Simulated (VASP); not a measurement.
The system is BePd.

```
Be Pd
1.0
     2.78458    0.00000    0.00000
     0.00000    2.78458    0.00000
     0.00000    0.00000    2.78458
Be Pd
1 1
Direct
  0.00000 0.00000 0.00000
  0.50000 0.50000 0.50000
```

| Property | Result |
| --- | --- |
| Program | VASP 6.6.1 |
| Task | relaxation of cell and atoms |
| Functional | r2SCAN |
| Potentials or basis | VASP PAW PBE potentials, release 64 (Be, Pd) |
| Cutoff | 600 eV |
| k mesh | 12 × 12 × 12 |
| Occupations | fermi-dirac, width 0.05 eV |
| Spin | no spin polarisation |

At the start: pressure 6.6 GPa; volume 10.80 Å³/atom.

Problem. How do energy, volume and symmetry change on relaxing?

Solution. Over 3 steps the energy falls by 7.2 meV/atom and the volume is 11.16 Å³/atom (+3.4 %); space group Pm-3m (No. 221, to 0.05 Å).

Step by step:
| step | energy change (eV) | largest force (eV/Å) | pressure (GPa) | volume (Å³) |
| --- | --- | --- | --- | --- |
| 1 | 0.0000 | 0.0000 | 6.64 | 21.59 |
| 2 | -0.0024 | 0.0000 | -5.36 | 23.02 |
| 3 | -0.0145 | 0.0000 | 0.00 | 22.32 |

Final structure:
```
Be Pd
1.0
     2.81548    0.00000    0.00000
     0.00000    2.81548    0.00000
     0.00000    0.00000    2.81548
Be Pd
1 1
Cartesian
  0.0000 0.0000 0.0000
  1.4077 1.4077 1.4077
```

Caveat: the PAW data sets were made with another functional, which shifts forces and pressure a little.
